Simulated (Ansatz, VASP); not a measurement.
**Sr in VASP and in Ansatz**

```
CELL_PARAMETERS angstrom
6.72085 0.00000 0.00000
-3.36043 5.82043 0.00000
0.00000 0.00000 3.99551
ATOMIC_POSITIONS crystal
Sr 0.00000 0.00000 0.00000
Sr 0.33333 0.66667 0.50000
Sr 0.66667 0.33333 0.50000
```

Alike in both runs: functional PBEsol; k mesh 9 × 9 × 10; occupations gaussian, width 0.1 eV; no spin polarisation.

Ansatz relaxed the structure, and its values are those at the end. VASP's run is a single point on that final structure, the one shown.

|  | VASP | Ansatz |
| --- | --- | --- |
| version | VASP 6.6.1 | Ansatz 0.2.0 |
| potentials or method | VASP PAW PBE potentials, release 64 (Sr_sv), cutoff 520 eV | scalar-relativistic, plane waves, PAW |
| valence electrons in the cell | 30 | 30 |

|  | VASP | Ansatz | Ansatz less VASP |
| --- | --- | --- | --- |
| gap on the k mesh at the Fermi level (eV) | none | none | - |
| pressure (GPa) | 0.0 | 0.0 | -0.01 |

VASP's potentials were made for PBE, not for PBEsol. A gap of «none» marks a metal or a gap that the smearing closes.
